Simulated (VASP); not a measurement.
Runs of VASP 6.6.1 on V. Symmetry: Im-3m, No. 229, cubic system. The conventional cell has a = 3.029 Å, b = 3.029 Å, c = 3.029 Å, α = 90.00°, β = 90.00°, γ = 90.00°. Within 3.5 Å of V (site symmetry m-3m) lie 14 V at 2.62 to 3.03 Å. 

```csv
spin,gap on the mesh (eV),pressure (GPa),moment (μB)
"collinear, antiferromagnetic start",none,43.6,0.00
"collinear, ferrimagnetic start",none,43.6,0.00
off,none,(a),-
"collinear, ferromagnetic start",none,45.4,4.19
```

Alike in all rows: task single point; level PBE+U; potentials or basis VASP PAW PBE potentials, release 64 (V_sv); V d U = 6.0 eV; cell as given; k mesh 9 × 5 × 9; cutoff (eV) 520; smearing fermi-dirac 0.05 eV.

Question: Estimate the missing entries.

Answer: (a) 11.9.

Caveats: the cell stands under pressure; the U is typed as a test and isn't derived for this compound; the antiferromagnetic order is the one typed at the start, and another may lie lower (at least some runs); U without spin polarisation on a metal has little footing (at least some runs).

A gap of «none» marks levels without a gap at the run's occupations.
